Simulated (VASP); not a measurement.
# Al3NiPd2 (P-3m1) in VASP: further runs

Runs on Al3NiPd2. Level: PBE. Tasks: single point.

Program: VASP 6.6.1. These are calculated values, not measurements. Logs are shortened: lines on timing, memory, paths and dates and some standing lists are left out, and cuts for length are marked.

### 1 The cell of the first run

Symmetry: P-3m1, No. 164, trigonal system. Conventional cell: a = 4.271 Å, b = 4.271 Å, c = 5.243 Å, α = 90.00°, β = 90.00°, γ = 120.00°. Within 3.4 Å of Al (site symmetry 3m) lie 5 Pd at 2.56 to 2.68 Å and 3 Ni at 2.60 Å and 6 Al at 2.96 to 3.06 Å. Within 3.5 Å of Al (site symmetry -3m) lie 6 Pd at 2.62 Å and 2 Ni at 2.62 Å and 6 Al at 3.06 Å. Ni (site symmetry -3m) has 8 Al at 2.60 to 2.62 Å and 6 Pd at 3.02 Å within 3.4 Å. Pd (site symmetry 3m) has 8 Al at 2.56 to 2.68 Å and 3 Ni at 3.02 Å and 3 Pd at 3.03 Å within 3.4 Å.

### 2 Single point, PBE

File INCAR:

```
SYSTEM = Al3NiPd2
ALGO = Normal ; EDIFF = 1E-7
ENCUT = 520 ; GGA = PE
ISIF = 2 ; ISMEAR = 0
LASPH = .True. ; LCHARG = .False.
LREAL = .False. ; LWAVE = .False.
NBANDS = 28 ; NELM = 80
PREC = Accurate ; SIGMA = 0.1
```

File KPOINTS:

```
k-points
0
Gamma
  6 6 4
  0 0 0
```

File POSCAR:

```
Al3NiPd2
1.0
    4.2710766000      0.0000000000      0.0000000000
   -2.1355383000      3.6988608000      0.0000000000
    0.0000000000      0.0000000000      5.2430307000
Al Ni Pd
3 1 2
Direct
    0.6666667000      0.3333333000      0.8441540000
    0.3333333000      0.6666667000      0.1558460000
    0.0000000000      0.0000000000      0.5000000000
    0.0000000000      0.0000000000      0.0000000000
    0.3333333000      0.6666667000      0.6675500000
    0.6666667000      0.3333333000      0.3324500000
```

Potentials or basis: VASP PAW PBE potentials, release 64 (Al, Ni, Pd).

Run with:

```bash
cat potpaw_PBE.64/Al/POTCAR potpaw_PBE.64/Ni/POTCAR potpaw_PBE.64/Pd/POTCAR > POTCAR
mpirun -np 1 vasp_std > vasp.out
```

OUTCAR:

```text
SYSTEM = Al3NiPd2
   EDIFF = 1E-7
   ENCUT = 520
   GGA = PE
   ISIF = 2
   ISMEAR = 0
   LASPH = .True.
   LREAL = .False.
   NELM = 80
   PREC = Accurate

 ion  position               nearest neighbor table
   1  0.667  0.333  0.844-   6 2.56   4 2.60   4 2.60   4 2.60   5 2.63   5 2.63   5 2.63   6 2.68
                             2 2.96   2 2.96   2 2.96   3 3.06   3 3.06   3 3.06
   2  0.333  0.667  0.156-   5 2.56   4 2.60   4 2.60   4 2.60   6 2.63   6 2.63   6 2.63   5 2.68
                             1 2.96   1 2.96   1 2.96   3 3.06   3 3.06   3 3.06
   3  0.000  0.000  0.500-   5 2.62   6 2.62   5 2.62   6 2.62   6 2.62   5 2.62   4 2.62   4 2.62
                             1 3.06   2 3.06   2 3.06   1 3.06   2 3.06   1 3.06
   4  0.000  0.000  0.000-   1 2.60   2 2.60   2 2.60   1 2.60   1 2.60   2 2.60   3 2.62   3 2.62
                             6 3.02   5 3.02   6 3.02   5 3.02   6 3.02   5 3.02
   5  0.333  0.667  0.668-   2 2.56   3 2.62   3 2.62   3 2.62   1 2.63   1 2.63   1 2.63   2 2.68
                             4 3.02   4 3.02   4 3.02   6 3.03   6 3.03   6 3.03
   6  0.667  0.333  0.332-   1 2.56   3 2.62   3 2.62   3 2.62   2 2.63   2 2.63   2 2.63   1 2.68
                             4 3.02   4 3.02   4 3.02   5 3.03   5 3.03   5 3.03

  LATTYP: Found a hexagonal cell.
 ALAT       =     4.2710766000
 C/A-ratio  =     1.2275665344

  Lattice vectors:

 A1 = (   4.2710766000,   0.0000000000,   0.0000000000)
 A2 = (  -2.1355383000,   3.6988608000,   0.0000000000)
 A3 = (   0.0000000000,   0.0000000000,   5.2430307000)

Analysis of symmetry for initial positions (statically):
=====================================================================
 Subroutine PRICEL returns:
 Original cell was already a primitive cell.

 Routine SETGRP: Setting up the symmetry group for a
 hexagonal supercell.

 Subroutine GETGRP returns: Found 12 space group operations
 (whereof 12 operations were pure point group operations)
 out of a pool of 24 trial point group operations.

The static configuration has the point symmetry D_3d.

Analysis of symmetry for dynamics (positions and initial velocities):
=====================================================================
 Subroutine PRICEL returns:
 Original cell was already a primitive cell.

 Routine SETGRP: Setting up the symmetry group for a
 hexagonal supercell.

 Subroutine GETGRP returns: Found 12 space group operations
 (whereof 12 operations were pure point group operations)
 out of a pool of 24 trial point group operations.

The dynamic configuration has the point symmetry D_3d.

 Subroutine INISYM returns: Found 12 space group operations
 (whereof 12 operations are pure point group operations),
 and found     1 'primitive' translations

----------------------------------------------------------------------------------------

                                     Primitive cell

  volume of cell :      82.8300

  direct lattice vectors                    reciprocal lattice vectors
     4.271076600  0.000000000  0.000000000     0.234133005  0.135176755  0.000000000
    -2.135538300  3.698860800  0.000000000     0.000000000  0.270353510  0.000000000
     0.000000000  0.000000000  5.243030700     0.000000000  0.000000000  0.190729381

  length of vectors
     4.271076600  4.271076568  5.243030700     0.270353508  0.270353510  0.190729381

  position of ions in fractional coordinates (direct lattice)
     0.666666700  0.333333300  0.844154000
     0.333333300  0.666666700  0.155846000
     0.000000000  0.000000000  0.500000000
     0.000000000  0.000000000  0.000000000
     0.333333300  0.666666700  0.667550000
     0.666666700  0.333333300  0.332450000

  ion indices of the primitive-cell ions
   primitive index   ion index
                 1           1
                 2           2
                 3           3
                 4           4
                 5           5
                 6           6

----------------------------------------------------------------------------------------

 KPOINTS: k-points

Automatic generation of k-mesh.
 Grid dimensions read from file:
 generate k-points for:    6    6    4

 Generating k-lattice:

  Cartesian coordinates                     Fractional coordinates (reciprocal lattice)
     0.039022168  0.022529459  0.000000000     0.166666667  0.000000000  0.000000000
     0.000000000  0.045058918  0.000000000     0.000000000  0.166666667  0.000000000
     0.000000000  0.000000000  0.047682345     0.000000000  0.000000000  0.250000000

  Length of vectors
     0.045058918  0.045058918  0.047682345

  Shift w.r.t. Gamma in fractional coordinates (k-lattice)
     0.000000000  0.000000000  0.000000000

 Subroutine IBZKPT returns following result:
 ===========================================

 Found     24 irreducible k-points:

 Following reciprocal coordinates:
            Coordinates               Weight
  0.000000  0.000000  0.000000      1.000000
[... 36 lines left out ...]
   PSTRESS=    0.0 pullay stress
   NELECT =      39.0000    total number of electrons
   NUPDOWN=      -1.0000    fix difference up-down
   EMIN   =  10.00;   EMAX   =-10.00  energy-range for DOS
   EFERMI =   0.00;   METHOD = LEGACY
   ISMEAR =     0;   SIGMA  =   0.10  broadening in eV -4-tet -1-fermi 0-gaus
   EFERMI_NEDOS =   21; number of points for ismear=-14 and -15
   IALGO  =     38    algorithm
   IMIX   =      4    mixing-type and parameters
     AMIX     =   0.40;   BMIX     =  1.00
     AMIX_MAG =   1.60;   BMIX_MAG =  1.00
  volume/ion in A,a.u.               =      13.81        93.16
  Fermi-wavevector in a.u.,A,eV,Ry     =   1.273602  2.406759 22.069499  1.622062
  Thomas-Fermi vector in A             =   2.406416
   LORBIT       =      0    0 simple, 1 ext, 2 COOP (PROOUT), +10 PAW based schemes
   GGA     = PE    functional components
   LHFCALC =     F    Hartree Fock is set to
   AEXX    =    0.0000 exact exchange contribution
   IVDW    =     0    specifies the selected vdW correction
   LEPSILON=     F    determine dielectric tensor
   LRPA    =     F    only Hartree local field effects (RPA)
 non-spin polarized calculation
 Gauss-broadening in eV      SIGMA  =   0.10
  energy-cutoff  :      520.00
  volume of cell :       82.83
 maximum number of plane-waves:      2258
   NGX = 15   NGY = 15   NGZ = 19

 number of electron      38.9999987 magnetization

 Free energy of the ion-electron system (eV)
  ---------------------------------------------------
  ext. energy  EPLUGINS =         0.00000000
  ---------------------------------------------------
  free energy    TOTEN  =       -31.76169293 eV

  energy without entropy =      -31.75157086  energy(sigma->0) =      -31.75663189

 E-fermi :  10.1155     XC(G=0): -11.9412

 val. band max:       10.1149362024   @ k =   0.1667   0.1667   0.5000
 cond. band min:      10.1257809371   @ k =   0.1667   0.1667   0.5000
 fundamental gap:      0.0108447347
 Fermi energy:        10.1154642580

 k-point     1 :       0.0000    0.0000    0.0000
  band No.  band energies     occupation
      1      -0.4808      2.00000
      2       3.4356      2.00000
      3       4.0467      2.00000
      4       4.8408      2.00000
      5       4.8408      2.00000
      6       5.3335      2.00000
[... 20 lines left out ...]
     27      14.8429      0.00000
     28      17.0352      0.00000

 k-point     2 :       0.1667   -0.0000    0.0000
  band No.  band energies     occupation
      1      -0.1592      2.00000
      2       3.5516      2.00000
      3       3.9092      2.00000
      4       4.9841      2.00000
      5       5.0190      2.00000
      6       5.2941      2.00000
[... 20 lines left out ...]
     27      14.9426      0.00000
     28      15.9807      0.00000

 k-point     3 :       0.3333    0.0000    0.0000
  band No.  band energies     occupation
      1       0.7672      2.00000
      2       3.4666      2.00000
      3       3.5715      2.00000
      4       4.8789      2.00000
      5       5.2921      2.00000
      6       5.3810      2.00000
[... 616 lines left out ...]
      3       3.6799      2.00000
      4       4.1122      2.00000
      5       4.8702      2.00000
      6       5.0289      2.00000
[... 20 lines left out ...]
     27      16.9185      0.00000
     28      17.3589      0.00000

 k-point    24 :       0.3333    0.3333    0.5000
  band No.  band energies     occupation
      1       3.3643      2.00000
      2       3.6022      2.00000
      3       3.6022      2.00000
      4       4.0027      2.00000
      5       4.3405      2.00000
      6       4.3405      2.00000
[... 20 lines left out ...]
     27      17.0005      0.00000
     28      17.1001      0.00000

------------------------ aborting loop because EDIFF is reached ----------------------------------------

  FORCE on cell =-STRESS in cart. coord.  units (eV):
  Direction    XX          YY          ZZ          XY          YZ          ZX
  --------------------------------------------------------------------------------------
  -------------------------------------------------------------------------------------
  Total        0.2581174      0.2581174     -0.1434398      0.0000000      0.0000000      0.0000000
  in kB        4.9927526      4.9927525     -2.7745494      0.0000000      0.0000000      0.0000000
  external PRESSURE =       2.4036519 kB  Pullay stress =       0.0000000 kB

 VOLUME and BASIS-vectors are now :
 -----------------------------------------------------------------------------
  energy-cutoff  :      520.00
  volume of cell :       82.83
      direct lattice vectors                 reciprocal lattice vectors
     4.271076600  0.000000000  0.000000000     0.234133005  0.135176755  0.000000000
    -2.135538300  3.698860800  0.000000000     0.000000000  0.270353510  0.000000000
     0.000000000  0.000000000  5.243030700     0.000000000  0.000000000  0.190729381

 POSITION                                       TOTAL-FORCE (eV/Angst)
 -----------------------------------------------------------------------------------
      2.13554      1.23295      4.42593        -0.000000      0.000000      0.002567
     -0.00000      2.46591      0.81711         0.000000     -0.000000     -0.002567
      0.00000      0.00000      2.62152         0.000000      0.000000      0.000000
      0.00000      0.00000      0.00000         0.000000      0.000000      0.000000
     -0.00000      2.46591      3.49999         0.000000     -0.000000     -0.005055
      2.13554      1.23295      1.74305        -0.000000      0.000000      0.005055
 -----------------------------------------------------------------------------------
    total drift:                                0.000000     -0.000000      0.000000

  FREE ENERGIE OF THE ION-ELECTRON SYSTEM (eV)
  ---------------------------------------------------
  free  energy   TOTEN  =       -31.7616929300 eV

  energy  without entropy=      -31.7515708563  energy(sigma->0) =      -31.75663189
```

Wall time 25 s (1 thread of Intel Xeon 6975P-C (Granite Rapids), shared host); peak memory 0.21 GiB.

What came out:

```yaml
Free_energy: -31.7617 eV
Pressure: 0.2 GPa
Largest_force: 0.005 eV/Å
```

Forces on the atoms (eV/Å):
```
Al   0.000  0.000  0.003
Al   0.000  0.000 -0.003
Al   0.000  0.000  0.000
Ni   0.000  0.000  0.000
Pd   0.000  0.000 -0.005
Pd   0.000  0.000  0.005
```

Stress tensor (GPa, compression positive):
```
 0.50  0.00  0.00
 0.00  0.50  0.00
 0.00  0.00 -0.28
```

Spin polarisation is off, so any magnetic state and its effect on volume and gap are missing.

### 3 Single point, PBE

File INCAR:

```
PREC = Accurate
ENCUT = 520
EDIFF = 1E-7
ISMEAR = 0
SIGMA = 0.1
LREAL = F
LASPH = T
NELM = 100
ALGO = Fast
ISIF = 2
LWAVE = F
LCHARG = F
GGA = PE
NBANDS = 28
```

File KPOINTS:

```
regular mesh
0
Gamma
  12 12 8
```

File POSCAR:

```
Al3NiPd2
1.0
    4.2710765786      0.0000000000      0.0000000000
   -2.1355382893      3.6988608186      0.0000000000
    0.0000000000      0.0000000000      5.2430307000
Al Ni Pd
3 1 2
Direct
    0.6666666667      0.3333333333      0.8441540000
    0.3333333333      0.6666666667      0.1558460000
    0.0000000000      0.0000000000      0.5000000000
    0.0000000000      0.0000000000      0.0000000000
    0.3333333333      0.6666666667      0.6675500000
    0.6666666667      0.3333333333      0.3324500000
```

Potentials or basis: VASP PAW PBE potentials, release 64 (Al, Ni, Pd).

Run with:

```bash
cat potpaw_PBE.64/Al/POTCAR potpaw_PBE.64/Ni/POTCAR potpaw_PBE.64/Pd/POTCAR > POTCAR
mpirun -np 1 vasp_std > vasp.out
```

It took 3.1 min on 1 thread of Intel Xeon 6975P-C (Granite Rapids), shared host; peak memory 0.41 GiB.

Results (log left out):

```yaml
Free_energy: -31.7611 eV
Pressure: 0.1 GPa
Largest_force: 0.004 eV/Å
```

Forces on the atoms (eV/Å):
```
Al   0.000  0.000  0.000
Al   0.000  0.000  0.000
Al   0.000  0.000  0.000
Ni   0.000  0.000  0.000
Pd   0.000  0.000 -0.004
Pd   0.000  0.000  0.004
```

Levels at points of the mesh, in eV from the Fermi level:
```tsv
k point	band 16	band 17	band 18	band 19	band 20	band 21	band 22	band 23	band 24	band 25
(0.00, 0.00, 0.00)	-1.66	-1.66	-1.55	2.10	2.10	2.31	2.31	2.80	3.53	4.71
(0.50, 0.00, 0.00)	-2.05	-1.97	-1.83	-1.26	0.21	0.48	1.81	2.45	4.27	4.65
(0.00, 0.00, 0.50)	-1.24	-1.24	1.74	2.14	2.14	2.23	2.82	2.82	3.34	3.34
(0.50, 0.00, 0.50)	-1.95	-1.77	-1.74	-0.80	0.57	0.58	2.06	2.85	5.41	6.06
```

### 4 Single point, PBE, collinear spin, ferromagnetic start

File INCAR:

```
ALGO = Normal ; EDIFF = 1E-7
ENCUT = 520 ; GGA = PE
ISIF = 2 ; ISMEAR = 0
ISPIN = 2 ; LASPH = True
LCHARG = True ; LELF = True
LMAXMIX = 4 ; LORBIT = 11
LREAL = False ; LVHAR = True
LWAVE = False ; MAGMOM = 0 0 0 2 1 1
NBANDS = 32 ; NELM = 150
PREC = Accurate ; SIGMA = 0.1
```

File KPOINTS:

```
k-points
0
Gamma
  6 6 4
```

File POSCAR:

```
Al3NiPd2
1.0
    4.2710766000      0.0000000000      0.0000000000
   -2.1355383000      3.6988608000      0.0000000000
    0.0000000000      0.0000000000      5.2430307000
Al Ni Pd
3 1 2
Direct
    0.6666667000      0.3333333000      0.8441540000
    0.3333333000      0.6666667000      0.1558460000
    0.0000000000      0.0000000000      0.5000000000
    0.0000000000      0.0000000000      0.0000000000
    0.3333333000      0.6666667000      0.6675500000
    0.6666667000      0.3333333000      0.3324500000
```

Run with:

```bash
cat potpaw_PBE.64/Al/POTCAR potpaw_PBE.64/Ni/POTCAR potpaw_PBE.64/Pd/POTCAR > POTCAR
mpirun -np 1 vasp_std > vasp.out
```

Wall time 98 s (1 thread of Intel Xeon 6975P-C (Granite Rapids), shared host); peak memory 0.29 GiB.

It converged, with:

* Free energy: -31.7617 eV
* Pressure: 0.2 GPa
* Largest force: 0.005 eV/Å
* Net moment: 0.00 μB per cell
* Valence electrons inside the program's atomic spheres: Al 0.75; Ni 9.30; Pd 9.75

Forces on the atoms (eV/Å):
```
Al   0.000  0.000  0.003
Al   0.000  0.000 -0.003
Al   0.000  0.000  0.000
Ni   0.000  0.000  0.000
Pd   0.000  0.000 -0.005
Pd   0.000  0.000  0.005
```

Stress tensor (GPa, compression positive):
```
 0.49  0.00  0.00
 0.00  0.49  0.00
 0.00  0.00 -0.29
```

Levels at points of the mesh, in eV from the Fermi level:
Spin up:
```csv
k point,band 16,band 17,band 18,band 19,band 20,band 21,band 22,band 23
"(0.00, 0.00, 0.00)",-1.65,-1.65,-1.54,2.10,2.10,2.31,2.31,2.80
"(0.50, 0.00, 0.00)",-2.04,-1.96,-1.82,-1.25,0.22,0.48,1.81,2.45
"(0.00, 0.00, 0.50)",-1.23,-1.23,1.74,2.14,2.14,2.23,2.82,2.82
"(0.50, 0.00, 0.50)",-1.94,-1.76,-1.73,-0.79,0.57,0.58,2.06,2.85
```
Spin down:
| k point | band 16 | band 17 | band 18 | band 19 | band 20 | band 21 | band 22 | band 23 |
| --- | --- | --- | --- | --- | --- | --- | --- | --- |
| (0.00, 0.00, 0.00) | -1.65 | -1.65 | -1.54 | 2.10 | 2.10 | 2.31 | 2.31 | 2.80 |
| (0.50, 0.00, 0.00) | -2.04 | -1.96 | -1.82 | -1.25 | 0.22 | 0.48 | 1.81 | 2.45 |
| (0.00, 0.00, 0.50) | -1.23 | -1.23 | 1.74 | 2.14 | 2.14 | 2.23 | 2.82 | 2.82 |
| (0.50, 0.00, 0.50) | -1.94 | -1.76 | -1.73 | -0.79 | 0.57 | 0.58 | 2.06 | 2.85 |

Caveat: the starting moments collapsed, and a magnetic state may lie lower.

### 5 Single point, PBE

This run uses another cell than the first one: it holds 12 atoms, not 6.

File INCAR:

```
PREC = Accurate
ENCUT = 520
EDIFF = 1E-6
ISMEAR = 0
SIGMA = 0.2
LREAL = F
LASPH = T
NELM = 100
ALGO = Fast
ISIF = 2
LWAVE = F
LCHARG = F
GGA = PE
NBANDS = 51
```

File KPOINTS:

```
Automatic mesh
0
Gamma
  6 4 4
```

File POSCAR:

```
Al3NiPd2
1.0
   -2.1355382893      3.6988608186      0.0000000000
    0.0000000000      0.0000000000      5.2430307000
    6.4066148679      3.6988608186      0.0000000000
Al Ni Pd
6 2 4
Direct
    0.0000000000      0.8441540000      0.3333333333
    0.5000000000      0.8441540000      0.8333333333
    0.5000000000      0.1558460000      0.1666666667
    0.0000000000      0.1558460000      0.6666666667
    0.0000000000      0.5000000000      0.0000000000
    0.5000000000      0.5000000000      0.5000000000
    0.0000000000      0.0000000000      0.0000000000
    0.5000000000      0.0000000000      0.5000000000
    0.5000000000      0.6675500000      0.1666666667
    0.0000000000      0.6675500000      0.6666666667
    0.0000000000      0.3324500000      0.3333333333
    0.5000000000      0.3324500000      0.8333333333
```

Run with:

```bash
cat potpaw_PBE.64/Al/POTCAR potpaw_PBE.64/Ni/POTCAR potpaw_PBE.64/Pd/POTCAR > POTCAR
mpirun -np 1 vasp_std > vasp.out
```

It took 4.1 min on 1 thread of Intel Xeon 6975P-C (Granite Rapids), shared host; peak memory 0.44 GiB.

Results (log left out):

```yaml
Free_energy: -63.5248 eV
Pressure: 0.1 GPa
Largest_force: 0.005 eV/Å
Band_gap_on_the_k_mesh: zero (band 39 reaches 12.14 eV, above the bottom of band 40 at 9.36 eV)
```

Forces in eV/Å, atoms in the order of the input:
```
Al   0.004  0.002  0.002
Al   0.004  0.002  0.002
Al  -0.004 -0.002 -0.002
Al  -0.004 -0.002 -0.002
Al   0.000  0.000  0.000
Al   0.000  0.000  0.000
Ni   0.000  0.000  0.000
Ni   0.000  0.000  0.000
Pd  -0.001 -0.001 -0.004
Pd  -0.001 -0.001 -0.004
Pd   0.001  0.001  0.004
Pd   0.001  0.001  0.004
```

Stress tensor (GPa, compression positive):
```
 0.16 -0.18 -0.01
-0.18  0.37 -0.01
-0.01 -0.01 -0.10
```

Levels at points of the mesh, in eV from the Fermi level:
```
           k point  band 37  band 38  band 39  band 40  band 41  band 42
(0.00, 0.00, 0.00)    -1.29     0.18     0.44     1.77     2.07     2.07
(0.50, 0.00, 0.00)    -0.63    -0.63    -0.57    -0.57     1.01     1.01
(0.00, 0.50, 0.00)     0.53     0.55     1.71     2.03     2.11     2.11
(0.50, 0.50, 0.00)    -0.90    -0.90    -0.59    -0.59    -0.58    -0.58
(0.00, 0.00, 0.50)    -0.72    -0.72    -0.44    -0.44     2.16     2.16
(0.50, 0.00, 0.50)    -1.29    -1.29     0.18     0.18     0.44     0.44
(0.00, 0.50, 0.50)    -0.14    -0.14     0.97     0.97     1.24     1.24
(0.50, 0.50, 0.50)    -0.83    -0.83     0.53     0.53     0.54     0.54
```

### 6 Overview

```csv
cell,k mesh,smearing,gap on the mesh (eV),pressure (GPa),largest force (eV/Å)
"a = 4.271, b = 4.271, c = 5.243 Å, angles 90.0, 90.0, 120.0°, 6 atoms",6 × 6 × 4,gaussian 0.1 eV,none,0.2,0.01
"a = 4.271, b = 4.271, c = 5.243 Å, angles 90.0, 90.0, 120.0°, 6 atoms",12 × 12 × 8,gaussian 0.1 eV,none,0.1,-
"a = 4.271, b = 5.243, c = 7.398 Å, 12 atoms",6 × 4 × 4,gaussian 0.2 eV,none,0.1,0.01
```

Alike in all rows: task single point; level PBE; potentials or basis VASP PAW PBE potentials, release 64 (Al, Ni, Pd); no spin polarisation; cutoff (eV) 520.

Total energies depend on the potentials used, so only differences within one code and one set of settings carry meaning.
